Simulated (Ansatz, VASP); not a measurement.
Mg in VASP and in Ansatz

```
Mg
1.0
    -1.70512    1.70512    1.70512
     1.70512   -1.70512    1.70512
     1.70512    1.70512   -1.70512
Mg
1
Direct
  0.00000 0.00000 0.00000
```

Alike in both runs: task single point; functional r2SCAN; k mesh 18 × 18 × 18; occupations gaussian, width 0.05 eV; no spin polarisation.

|  | VASP | Ansatz |
| --- | --- | --- |
| version | VASP 6.6.1 | Ansatz 0.2.0 |
| potentials or method | VASP PAW PBE potentials, release 64 (Mg), cutoff 520 eV | scalar-relativistic, plane waves, PAW |
| valence electrons in the cell | 2 | 10 |

VASP gave:

| Item | Value |
| --- | --- |
| gap on the k mesh at the Fermi level (eV) | none |
| pressure (GPa) | 6.0 |

Q: Estimate Ansatz's values.

A: gap on the k mesh at the Fermi level (eV): none; pressure (GPa): 6.3.

VASP's potentials were made for PBE, not for r2SCAN. A gap of «none» marks a metal or a gap that the smearing closes. The functional is the same, so the differences come from potentials, cutoffs and numerics. VASP's potentials hold 2 valence electrons a cell and Ansatz's 10, so a difference there can come from the potentials and not from the codes.
